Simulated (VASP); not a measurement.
Input of a VASP 6.6.1 run:

INCAR

```
PREC = Accurate ; ENCUT = 500
EDIFF = 1E-6 ; ISMEAR = 0
SIGMA = 0.05 ; LREAL = False
LASPH = True ; NELM = 120
ALGO = Normal ; ISIF = 2
LWAVE = False ; LCHARG = False
GGA = PS ; NBANDS = 12
GGA_COMPAT = False
```

KPOINTS

```
regular mesh
0
Gamma
  20 20 20
```

The input POSCAR:

```
Au
1.0
    0.0000000000      1.9942280821      1.9942280821
    1.9942280821      0.0000000000      1.9942280821
    1.9942280821      1.9942280821      0.0000000000
Au
1
Direct
    0.0000000000      0.0000000000      0.0000000000
```

Potentials or basis: VASP PAW PBE potentials, release 64 (Au).

The run is started by

```bash
$ cat potpaw_PBE.64/Au/POTCAR > POTCAR
$ mpirun -np 1 vasp_std > vasp.out
```

Estimate the band gap on the k mesh.

zero (an odd number of electrons rules out a gap without spin polarisation).

Estimate the pressure.

14.7 GPa.

Caveat: the cell stands under pressure; the PAW data sets were made with another functional, which shifts forces and pressure a little; spin-orbit coupling is left out, which moves the levels of the heavy elements.
